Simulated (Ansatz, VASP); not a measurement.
## One calculation of KCl, two programs

```
CELL_PARAMETERS angstrom
0.00000 3.12454 3.15610
3.15610 0.00000 3.15610
3.15610 3.12454 0.00000
ATOMIC_POSITIONS crystal
K 0.00000 0.00000 0.00000
Cl 0.50000 0.50000 0.50000
```

Change from the starting cell: strain -0.0100 x Voigt [0, 1, 0, 0, 0, 0], atoms carried along.

Alike in both runs: task single point; functional PBE; k mesh 6 × 6 × 6; occupations gaussian, width 0.05 eV; no spin polarisation.

|  | VASP | Ansatz |
| --- | --- | --- |
| version | VASP 6.6.1 | Ansatz 0.2.0 |
| potentials or method | VASP PAW PBE potentials, release 64 (K_sv, Cl), cutoff 520 eV | scalar-relativistic, plane waves, PAW |
| valence electrons in the cell | 16 | 16 |

```tsv
	VASP	Ansatz	Ansatz less VASP
gap on the k mesh at the Fermi level (eV)	5.19	5.19	+0.002
least direct gap on the mesh (eV)	5.19	5.19	+0.002
pressure (GPa)	0.8	0.8	-0.03
traceless stress, the component that is largest in VASP (GPa)	0.26	0.26	-0.005
```

With one functional, cell and mesh, what is left measures potentials, basis and numerics.
